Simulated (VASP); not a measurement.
# NaI (Fm-3m) in VASP: further runs, part 2 of 2

VASP 6.6.1. Earlier steps stand in the parts before.

### Step 3. Single point, PBEsol+D3(BJ)

This run uses another cell than the first one, of 30.62 Å³/atom.

Input file INCAR:

```
SYSTEM = NaI
PREC = Accurate ; ENCUT = 520
EDIFF = 1E-6 ; ISMEAR = -1
SIGMA = 0.05 ; LREAL = .FALSE.
LASPH = .TRUE. ; NELM = 80
ALGO = Normal ; ISIF = 2
LWAVE = .FALSE. ; LCHARG = .FALSE.
GGA = PS ; IVDW = 12
NBANDS = 14
```

Input file KPOINTS:

```
Automatic mesh
0
G
  7 7 7
  0 0 0
```

Input file POSCAR:

```
NaI
1.0
    0.0000000000      3.1284622662      3.1284622662
    3.1284622662      0.0000000000      3.1284622662
    3.1284622662      3.1284622662      0.0000000000
I Na
1 1
Direct
    0.5000000000      0.5000000000      0.5000000000
    0.0000000000      0.0000000000      0.0000000000
```

Potentials or basis: VASP PAW PBE potentials, release 64 (I, Na_pv).

The run is started by

```sh
cat potpaw_PBE.64/I/POTCAR potpaw_PBE.64/Na_pv/POTCAR > POTCAR
mpirun -np 1 vasp_std > vasp.out
```

OUTCAR:

```text
SYSTEM = NaI
   PREC = Accurate
   ENCUT = 520
   EDIFF = 1E-6
   ISMEAR = -1
   LREAL = .FALSE.
   LASPH = .TRUE.
   NELM = 80
   ISIF = 2
   GGA = PS
   IVDW = 12
 IVDW          = 12

 ion  position               nearest neighbor table
   1  0.500  0.500  0.500-   2 3.13   2 3.13   2 3.13   2 3.13   2 3.13   2 3.13
   2  0.000  0.000  0.000-   1 3.13   1 3.13   1 3.13   1 3.13   1 3.13   1 3.13

  LATTYP: Found a face centered cubic cell.
 ALAT       =     6.2569245324

  Lattice vectors:

 A1 = (   0.0000000000,   3.1284622662,   3.1284622662)
 A2 = (   3.1284622662,   0.0000000000,   3.1284622662)
 A3 = (   3.1284622662,   3.1284622662,   0.0000000000)

Analysis of symmetry for initial positions (statically):
=====================================================================
 Subroutine PRICEL returns:
 Original cell was already a primitive cell.

 Routine SETGRP: Setting up the symmetry group for a
 face centered cubic supercell.

 Subroutine GETGRP returns: Found 48 space group operations
 (whereof 48 operations were pure point group operations)
 out of a pool of 48 trial point group operations.

The static configuration has the point symmetry O_h .

Analysis of symmetry for dynamics (positions and initial velocities):
=====================================================================
 Subroutine PRICEL returns:
 Original cell was already a primitive cell.

 Routine SETGRP: Setting up the symmetry group for a
 face centered cubic supercell.

 Subroutine GETGRP returns: Found 48 space group operations
 (whereof 48 operations were pure point group operations)
 out of a pool of 48 trial point group operations.

The dynamic configuration has the point symmetry O_h .

 Subroutine INISYM returns: Found 48 space group operations
 (whereof 48 operations are pure point group operations),
 and found     1 'primitive' translations

----------------------------------------------------------------------------------------

                                     Primitive cell

[... 115 lines left out ...]
   LRPA    =     F    only Hartree local field effects (RPA)
 non-spin polarized calculation
  energy-cutoff  :      520.00
  volume of cell :       61.24
 maximum number of plane-waves:      1661
 NGX is ok and might be reduce to    36
   NGX = 17   NGY = 17   NGZ = 17

 number of electron      14.0000006 magnetization

 Free energy of the ion-electron system (eV)
  ---------------------------------------------------
  ext. energy  EPLUGINS =         0.00000000
  ---------------------------------------------------
  free energy    TOTEN  =        -5.65052166 eV

  energy without entropy =       -5.65052166  energy(sigma->0) =       -5.65052166

 E-fermi :   2.5887     XC(G=0):  -8.2669

 val. band max:        1.4705971900   @ k =   0.0000   0.0000   0.0000
 cond. band min:       5.2588156577   @ k =   0.0000   0.0000   0.0000
 fundamental gap:      3.7882184677
 Fermi energy:         2.5887050079

 k-point     1 :       0.0000    0.0000    0.0000
  band No.  band energies     occupation
      1     -20.6852      2.00000
      2     -20.6852      2.00000
      3     -20.6852      2.00000
      4      -9.8781      2.00000
      5       1.4706      2.00000
      6       1.4706      2.00000
      7       1.4706      2.00000
      8       5.2588      0.00000
      9       9.3015      0.00000
     10       9.3015      0.00000
     11       9.3015      0.00000
     12      11.3476      0.00000
     13      11.3476      0.00000
     14      11.7585      0.00000
[... 309 lines left out ...]
      1     -20.6904      2.00000
      2     -20.6904      2.00000
      3     -20.6877      2.00000
      4      -9.3437      2.00000
      5      -0.3425      2.00000
      6      -0.2648      2.00000
      7       0.5403      2.00000
      8       7.2784      0.00000
      9       8.5387      0.00000
     10       9.4896      0.00000
     11       9.9270      0.00000
     12      12.8298      0.00000
     13      13.3612      0.00000
     14      15.7229      0.00000

------------------------ aborting loop because EDIFF is reached ----------------------------------------

 Edisp (eV)   -0.54254

 E8    (eV) :    -0.3713

  FORCE on cell =-STRESS in cart. coord.  units (eV):
  Direction    XX          YY          ZZ          XY          YZ          ZX
  --------------------------------------------------------------------------------------
  -------------------------------------------------------------------------------------
  Total       0.01302     0.01302     0.01302     0.00000    -0.00000     0.00000
  in kB       0.34059     0.34059     0.34059     0.00000    -0.00000     0.00000
  external pressure =        0.34 kB  Pullay stress =        0.00 kB

 VOLUME and BASIS-vectors are now :
 -----------------------------------------------------------------------------
  energy-cutoff  :      520.00
  volume of cell :       61.24
      direct lattice vectors                 reciprocal lattice vectors
     0.000000000  3.128462266  3.128462266    -0.159822928  0.159822928  0.159822928
     3.128462266  0.000000000  3.128462266     0.159822928 -0.159822928  0.159822928
     3.128462266  3.128462266  0.000000000     0.159822928  0.159822928 -0.159822928

 POSITION                                       TOTAL-FORCE (eV/Angst)
 -----------------------------------------------------------------------------------
      3.12846      3.12846      3.12846         0.000000      0.000000      0.000000
      0.00000      0.00000      0.00000         0.000000     -0.000000     -0.000000
 -----------------------------------------------------------------------------------
    total drift:                                0.000000      0.000000      0.000000

  FREE ENERGIE OF THE ION-ELECTRON SYSTEM (eV)
  ---------------------------------------------------
  free  energy   TOTEN  =        -6.1930597765 eV

  energy  without entropy=       -6.1930597765  energy(sigma->0) =       -6.19305978
```

OSZICAR:

```text
N       E                     dE             d eps       ncg     rms          rms(c)
DAV:   1     0.869660200498E+02    0.86966E+02   -0.66426E+03   560   0.910E+02
DAV:   2     0.112551957472E+01   -0.85841E+02   -0.79663E+02   590   0.233E+02
DAV:   3    -0.553599110261E+01   -0.66615E+01   -0.66120E+01   764   0.612E+01
DAV:   4    -0.570566094121E+01   -0.16967E+00   -0.16963E+00   642   0.100E+01
DAV:   5    -0.571065112106E+01   -0.49902E-02   -0.49902E-02   776   0.160E+00    0.152E+00
DAV:   6    -0.565909343309E+01    0.51558E-01   -0.55214E-02   686   0.187E+00    0.100E+00
DAV:   7    -0.564983859370E+01    0.92548E-02   -0.46591E-02   694   0.141E+00    0.524E-01
DAV:   8    -0.565054846169E+01   -0.70987E-03   -0.30162E-03   638   0.546E-01    0.896E-02
DAV:   9    -0.565051741491E+01    0.31047E-04   -0.12281E-04   668   0.131E-01    0.174E-02
DAV:  10    -0.565052139349E+01   -0.39786E-05   -0.15139E-05   724   0.462E-02    0.589E-03
DAV:  11    -0.565052166476E+01   -0.27126E-06   -0.19007E-06   686   0.141E-02
   1 F= -.61930598E+01 E0= -.61930598E+01  d E =-.120943E-10
```

It took 28 s on 1 thread of Intel Xeon 8259CL, shared host; peak memory 0.21 GiB.

What came out:

```
Free energy                : -6.1931 eV
Pressure                   : 0.0 GPa
Band gap on the k mesh     : 3.79 eV
Dispersion energy per atom : -0.271 eV
```

Levels at points of the mesh, in eV from the valence-band top:
```
           k point  band 3  band 4  band 5  band 6  band 7  band 8  band 9  band 10  band 11  band 12
(0.00, 0.00, 0.00)  -22.16  -11.35    0.00    0.00    0.00    3.79    7.83     7.83     7.83     9.88
```

Caveat: the PAW data sets were made with another functional, which shifts forces and pressure a little; spin-orbit coupling is left out, which moves the levels of the heavy elements. Expect the measured gap to be larger: semilocal functionals such as PBEsol lack the derivative discontinuity.

### Step 4. Single point, PBEsol+D3(BJ)

This run uses another cell than the first one, of 30.85 Å³/atom.

Input file INCAR:

```
ALGO     = Normal         # electronic algorithm
EDIFF    = 1E-7           # SCF threshold, eV
ENCUT    = 520            # plane-wave cutoff, eV
GGA      = PS             # functional
ISIF     = 2              # what is computed and relaxed
ISMEAR   = -1             # smearing method
IVDW     = 12             # dispersion correction
LASPH    = True           # aspherical terms in the spheres
LCHARG   = True           # write CHGCAR
LELF     = True           # ELF
LREAL    = False          # projectors in reciprocal space
LVHAR    = True         
LWAVE    = False          # write WAVECAR
NBANDS   = 14             # bands
NELM     = 80             # most SCF steps
PREC     = Accurate       # precision mode
SIGMA    = 0.05           # smearing width, eV
```

Input file KPOINTS:

```
k-points
0
Gamma
  7 7 7
```

Input file POSCAR:

```
NaI
1.0
    0.0000000000      3.1361715841      3.1361715841
    3.1361715841      0.0000000000      3.1361715841
    3.1361715841      3.1361715841      0.0000000000
I Na
1 1
Direct
    0.5000000000      0.5000000000      0.5000000000
    0.0000000000      0.0000000000      0.0000000000
```

The run is started by

```sh
cat potpaw_PBE.64/I/POTCAR potpaw_PBE.64/Na_pv/POTCAR > POTCAR
mpirun -np 1 vasp_std > vasp.out
```

It took 31 s on 1 thread of Intel Xeon 8259CL, shared host; peak memory 0.21 GiB.

Results (log left out):

```yaml
Free_energy: -6.1929 eV
Pressure: -0.1 GPa
Band_gap_on_the_k_mesh: 3.77 eV
Dispersion_energy_per_atom: -0.269 eV
```

Levels at points of the mesh, in eV from the valence-band top:
| k point | band 5 | band 6 | band 7 | band 8 | band 9 | band 10 |
| --- | --- | --- | --- | --- | --- | --- |
| (0.00, 0.00, 0.00) | 0.00 | 0.00 | 0.00 | 3.77 | 7.83 | 7.83 |

Caveat: three body term missing; the PAW data sets were made with another functional, which shifts forces and pressure a little; spin-orbit coupling is left out, which moves the levels of the heavy elements.

### Step 5. Single point, PBEsol

This run uses another cell than the first one, of 32.78 Å³/atom.

Input file INCAR:

```
SYSTEM = NaI
ALGO     = Normal         ! electronic algorithm
EDIFF    = 1E-6           ! SCF threshold, eV
ENCUT    = 520            ! plane-wave cutoff, eV
GGA      = PS             ! functional
ISIF     = 2              ! what is computed and relaxed
ISMEAR   = -1             ! smearing method
LASPH    = .TRUE.         ! aspherical terms in the spheres
LCHARG   = .TRUE.         ! write CHGCAR
LELF     = .TRUE.         ! ELF
LREAL    = .FALSE.        ! projectors in reciprocal space
LVHAR    = .TRUE.       
LWAVE    = .FALSE.        ! write WAVECAR
NBANDS   = 14             ! bands
NELM     = 60             ! most SCF steps
PREC     = Accurate       ! precision mode
SIGMA    = 0.05           ! smearing width, eV
```

Input file KPOINTS:

```
k-points
0
G
  7 7 7
  0 0 0
```

Input file POSCAR:

```
NaI
1.0
    0.0000000000      3.2002796369      3.2002796369
    3.2002796369      0.0000000000      3.2002796369
    3.2002796369      3.2002796369      0.0000000000
I Na
1 1
Direct
    0.5000000000      0.5000000000      0.5000000000
    0.0000000000      0.0000000000      0.0000000000
```

The run is started by

```sh
cat potpaw_PBE.64/I/POTCAR potpaw_PBE.64/Na_pv/POTCAR > POTCAR
mpirun -np 1 vasp_std > vasp.out
```

Run time: 31 s. Hardware: 1 thread of Intel Xeon 8259CL, shared host; peak memory 0.21 GiB.

It converged, with:

| Quantity | Value |
| --- | --- |
| Free energy | -5.6698 eV |
| Pressure | 0.1 GPa |
| Band gap on the k mesh | 3.59 eV |

Levels at points of the mesh, in eV from the valence-band top:
```csv
k point,band 3,band 4,band 5,band 6,band 7,band 8,band 9,band 10,band 11,band 12
"(0.00, 0.00, 0.00)",-22.21,-11.15,0.00,0.00,0.00,3.59,7.84,7.84,7.84,9.77
```

Caveat: the PAW data sets were made with another functional, which shifts forces and pressure a little; spin-orbit coupling is left out, which moves the levels of the heavy elements.

### Step 6. Single point, PBEsol+D4

This run uses another cell than the first one, of 31.96 Å³/atom.

Input file INCAR:

```
PREC     = Accurate       # precision mode
ENCUT    = 520            # plane-wave cutoff, eV
EDIFF    = 1E-7           # SCF threshold, eV
ISMEAR   = -1             # smearing method
SIGMA    = 0.05           # smearing width, eV
LREAL    = F              # projectors in reciprocal space
LASPH    = T              # aspherical terms in the spheres
NELM     = 60             # most SCF steps
ALGO     = Normal         # electronic algorithm
ISIF     = 2              # what is computed and relaxed
LWAVE    = F              # write WAVECAR
LCHARG   = F              # write CHGCAR
GGA      = PS             # functional
IVDW     = 13             # dispersion correction
NBANDS   = 14             # bands
```

Input file KPOINTS:

```
regular mesh
0
Gamma
  7 7 7
```

Input file POSCAR:

```
NaI
1.0
    0.0000000000      3.1734461861      3.1734461861
    3.1734461861      0.0000000000      3.1734461861
    3.1734461861      3.1734461861      0.0000000000
I Na
1 1
Direct
    0.5000000000      0.5000000000      0.5000000000
    0.0000000000      0.0000000000      0.0000000000
```

Potentials or basis: VASP PAW PBE potentials, release 64 (I, Na_pv).

The run is started by

```sh
cat potpaw_PBE.64/I/POTCAR potpaw_PBE.64/Na_pv/POTCAR > POTCAR
mpirun -np 1 vasp_std > vasp.out
```

OUTCAR:

```text
PREC = Accurate
   ENCUT = 520
   EDIFF = 1E-7
   ISMEAR = -1
   LREAL = F
   LASPH = T
   NELM = 60
   ISIF = 2
   GGA = PS
   IVDW = 13

 ion  position               nearest neighbor table
   1  0.500  0.500  0.500-   2 3.17   2 3.17   2 3.17   2 3.17   2 3.17   2 3.17
   2  0.000  0.000  0.000-   1 3.17   1 3.17   1 3.17   1 3.17   1 3.17   1 3.17

  LATTYP: Found a face centered cubic cell.
 ALAT       =     6.3468923722

  Lattice vectors:

 A1 = (   0.0000000000,   3.1734461861,   3.1734461861)
 A2 = (   3.1734461861,   0.0000000000,   3.1734461861)
 A3 = (   3.1734461861,   3.1734461861,   0.0000000000)

Analysis of symmetry for initial positions (statically):
=====================================================================
 Subroutine PRICEL returns:
 Original cell was already a primitive cell.

 Routine SETGRP: Setting up the symmetry group for a
 face centered cubic supercell.

 Subroutine GETGRP returns: Found 48 space group operations
 (whereof 48 operations were pure point group operations)
 out of a pool of 48 trial point group operations.

The static configuration has the point symmetry O_h .

Analysis of symmetry for dynamics (positions and initial velocities):
[... 170 lines left out ...]
      8       4.8036      0.00000
      9       8.9820      0.00000
     10       8.9820      0.00000
     11       8.9820      0.00000
     12      10.9524      0.00000
     13      10.9524      0.00000
     14      11.4127      0.00000
[... 309 lines left out ...]
      1     -21.0493      2.00000
      2     -21.0493      2.00000
      3     -21.0471      2.00000
      4      -9.6054      2.00000
      5      -0.5414      2.00000
      6      -0.4698      2.00000
      7       0.2827      2.00000
      8       6.8937      0.00000
      9       8.1429      0.00000
     10       9.0766      0.00000
     11       9.4955      0.00000
     12      12.2889      0.00000
     13      12.8664      0.00000
     14      15.0939      0.00000

------------------------ aborting loop because EDIFF is reached ----------------------------------------

  DFT-D4 for vdW energy calculation

  Edisp (eV):   -0.20291

  FORCE on cell =-STRESS in cart. coord.  units (eV):
  Direction    XX          YY          ZZ          XY          YZ          ZX
  --------------------------------------------------------------------------------------
  -------------------------------------------------------------------------------------
  Total       0.01961     0.01961     0.01961     0.00000     0.00000    -0.00000
  in kB       0.49162     0.49162     0.49162     0.00000     0.00000    -0.00000
  external pressure =        0.49 kB  Pullay stress =        0.00 kB

 VOLUME and BASIS-vectors are now :
 -----------------------------------------------------------------------------
  energy-cutoff  :      520.00
  volume of cell :       63.92
      direct lattice vectors                 reciprocal lattice vectors
     0.000000000  3.173446186  3.173446186    -0.157557422  0.157557422  0.157557422
     3.173446186  0.000000000  3.173446186     0.157557422 -0.157557422  0.157557422
     3.173446186  3.173446186  0.000000000     0.157557422  0.157557422 -0.157557422

 POSITION                                       TOTAL-FORCE (eV/Angst)
 -----------------------------------------------------------------------------------
      3.17345      3.17345      3.17345         0.000000      0.000000     -0.000000
      0.00000      0.00000      0.00000        -0.000000     -0.000000      0.000000
 -----------------------------------------------------------------------------------
    total drift:                                0.000000      0.000000      0.000000

  FREE ENERGIE OF THE ION-ELECTRON SYSTEM (eV)
  ---------------------------------------------------
  free  energy   TOTEN  =        -5.8697304025 eV

  energy  without entropy=       -5.8697304024  energy(sigma->0) =       -5.86973040
```

stdout:

```text
POSCAR found type information on POSCAR I Na
 POSCAR found :  2 types and       2 ions
 scaLAPACK will be used
 -----------------------------------------------------------------------------
|                                                                             |
|                                                                             |
|     You enforced a specific xc type in the INCAR file but a different       |
|     I HOPE YOU KNOW WHAT YOU ARE DOING!                                     |
|                                                                             |
 -----------------------------------------------------------------------------

 LDA part: xc-table for (Slater+PW92), standard interpolation
 POSCAR, INCAR and KPOINTS ok, starting setup
 FFT: planning ... GRIDC
 FFT: planning ... GRID_SOFT
 FFT: planning ... GRID
 WAVECAR not read
 entering main loop
```

Run time: 28 s. Hardware: 1 thread of Intel Xeon 8259CL, shared host; peak memory 0.2 GiB.

What came out:

```
Free energy                : -5.8697 eV
Pressure                   : 0.0 GPa
Band gap on the k mesh     : 3.66 eV
Dispersion energy per atom : -0.101 eV
```

Caveat: the PAW data sets were made with another functional, which shifts forces and pressure a little; spin-orbit coupling is left out, which moves the levels of the heavy elements.

### Step 7. Overview

```csv
level,cell,k mesh,gap on the mesh (eV),pressure (GPa)
PBEsol,"a = 4.577 Å, angles 60.0°, 2 atoms",6 × 6 × 6,3.51,-0.5
PBEsol+D3(BJ),"a = 4.424 Å, angles 60.0°, 2 atoms",7 × 7 × 7,3.79,0.0
PBEsol+D3(BJ),"a = 4.435 Å, angles 60.0°, 2 atoms",7 × 7 × 7,3.77,-0.1
PBEsol,"a = 4.526 Å, angles 60.0°, 2 atoms",7 × 7 × 7,3.59,0.1
PBEsol+D4,"a = 4.488 Å, angles 60.0°, 2 atoms",7 × 7 × 7,3.66,0.0
```

Alike in all rows: task single point; potentials or basis VASP PAW PBE potentials, release 64 (I, Na_pv); no spin polarisation; cutoff (eV) 520; smearing fermi-dirac 0.05 eV.

Caveats: the PAW data sets were made with another functional, which shifts forces and pressure a little; spin-orbit coupling is left out, which moves the levels of the heavy elements; three body term missing (at least some runs).

Absolute energies hang on the potentials; compare differences alone.
